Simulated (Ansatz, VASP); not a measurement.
AlN: VASP beside Ansatz

Contents of INCAR:

```
  PREC = Accurate
  ENCUT = 520
  EDIFF = 1E-6
  ISMEAR = 0
  SIGMA = 0.05
  LREAL = F
  LASPH = T
  NELM = 80
  ALGO = Normal
  ISIF = 2
  LWAVE = F
  LCHARG = F
  GGA = PS
  NBANDS = 26
```

KPOINTS

```
regular mesh
0
Gamma
  8 8 3
```

Contents of POSCAR:

```
AlN
1.0
   -3.1135599822      0.0000000000      0.0000000000
   -1.5567799911     -2.6964220408      0.0000000000
   -0.3891949978     -0.6741055102     13.1667009506
Al N
4 4
Direct
    0.3333333333      0.1621641950      0.6846765534
    0.3333333333      0.2567845273      0.3061952243
    0.6666666667      0.6374280267      0.1169545598
    0.6666666667      0.5428076945      0.4954358889
    0.3333333333      0.3152618071      0.0722861048
    0.3333333333      0.2206414749      0.4507674338
    0.6666666667      0.6012849743      0.2615267693
    0.6666666667      0.5066646421      0.6400080984
```

Input for Ansatz:

```yaml
crystal:
  lattice:
    - [-3.1135599822, 0.0, 0.0]
    - [-1.5567799911, -2.6964220408, 0.0]
    - [-0.3891949978, -0.6741055102, 13.1667009506]
  atoms:
    - { symbol: Al, position: [0.3333333333, 0.162164195, 0.6846765534] }
    - { symbol: Al, position: [0.3333333333, 0.2567845273, 0.3061952243] }
    - { symbol: Al, position: [0.6666666667, 0.6374280267, 0.1169545598] }
    - { symbol: Al, position: [0.6666666667, 0.5428076945, 0.4954358889] }
    - { symbol: "N", position: [0.3333333333, 0.3152618071, 0.0722861048] }
    - { symbol: "N", position: [0.3333333333, 0.2206414749, 0.4507674338] }
    - { symbol: "N", position: [0.6666666667, 0.6012849743, 0.2615267693] }
    - { symbol: "N", position: [0.6666666667, 0.5066646421, 0.6400080984] }
basis:
  ecutwfc: 520.0
kpoints:
  mp_grid: { grid: [8, 8, 3] }
hamiltonian:
  xc: pbesol
  pseudopotentials: { kind: paw, azcp: { folder: soft_1 } }
scf:
  occupations: { method: gaussian, width: 0.05 }
output:
  forces: true
  stress: true
  eigenvalues: true
```

Alike in both runs: task single point; functional PBEsol; k mesh 8 × 8 × 3; occupations gaussian, width 0.05 eV; no spin polarisation.

```csv
,VASP,Ansatz
version,VASP 6.6.1,Ansatz 0.2.0
potentials or method,"VASP PAW PBE potentials, release 64 (Al, N), cutoff 520 eV","scalar-relativistic, plane waves, PAW"
valence electrons in the cell,32,32
```

```csv
,VASP,Ansatz,Ansatz less VASP
gap on the k mesh at the Fermi level (eV),none,none,-
pressure (GPa),-1.2,-1.2,-0.02
"traceless stress, the component that is largest in VASP (GPa)",0.91,1.01,+0.101
rms of the force components (eV/Å),0.779,0.781,+0.0022
```

VASP's potentials were made for PBE, not for PBEsol, and Ansatz warns of the same on its side. Atom by atom the forces differ by 0.004 eV/Å (rms over components). A gap of «none» marks a metal or a gap that the smearing closes. The functional is the same, so the differences come from potentials, cutoffs and numerics.
